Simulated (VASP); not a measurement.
A run of VASP 6.6.1:

INCAR

```
SYSTEM = Cu
ALGO = Normal
EDIFF = 1E-6
ENCUT = 520
GGA = PS
ISIF = 2
ISMEAR = -1
LASPH = .True.
LCHARG = .True.
LELF = .True.
LREAL = .False.
LVHAR = .True.
LWAVE = .False.
NBANDS = 18
NELM = 60
PREC = Accurate
SIGMA = 0.05
```

File KPOINTS:

```
k-points
0
Gamma
  13 13 7
  0 0 0
```

The input POSCAR:

```
Cu
1.0
    2.5508795884      0.0000000000      0.0000000000
   -1.2754392909      2.2091261454      0.0000000000
    0.0000000000      0.0000000000      4.1398073633
Cu
2
Direct
    0.3333333333      0.6666666667      0.2500000000
    0.6666666667      0.3333333333      0.7500000000
```

Potentials or basis: VASP PAW PBE potentials, release 64 (Cu).

The run is started by

```console
$ cat potpaw_PBE.64/Cu/POTCAR > POTCAR
$ mpirun -np 1 vasp_std > vasp.out
```

Hardware: 1 thread of Intel(R) Xeon(R) Platinum 8559C (Emerald Rapids), on a shared host.

Problem. How long does it take, and how much memory?

Solution. Run time: 18 s on 1 thread of Intel(R) Xeon(R) Platinum 8559C (Emerald Rapids) (shared host), peak memory 0.15 GiB. Counts: scf iterations 12, k points 84.
